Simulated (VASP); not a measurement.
Here is a VASP 6.6.1 calculation.

The input INCAR:

```
SYSTEM = SiC
ALGO = Normal
EDIFF = 1E-7
ENCUT = 520
GGA = PE
ISIF = 2
ISMEAR = 0
LASPH = .True.
LCHARG = .False.
LREAL = .False.
LWAVE = .False.
NBANDS = 11
NELM = 100
PREC = Accurate
SIGMA = 0.02
```

The input KPOINTS:

```
k-points
0
Gamma
  12 12 12
  0 0 0
```

POSCAR

```
SiC
1.0
    1.5491933272      0.8944271845      3.6368493038
   -1.5491933272      0.8944271845      3.6368493038
    0.0000000000     -1.7888543689      3.6368493038
Si C
1 1
Direct
    0.1653492805      0.1653492805      0.1653492805
    0.8347094611      0.8347094611      0.8347094611
```

Potentials or basis: VASP PAW PBE potentials, release 64 (Si, C).

Run with:

```console
$ cat potpaw_PBE.64/Si/POTCAR potpaw_PBE.64/C/POTCAR > POTCAR
$ mpirun -np 1 vasp_std > vasp.out
```

(1) Estimate the band gap on the k mesh.

(2) What does it give for the largest force?

(3) What does it give for the pressure?

Answers

(1) 1.77 eV, indirect (least direct gap 2.66 eV).

(2) 0.004 eV/Å.

(3) 0.0 GPa.
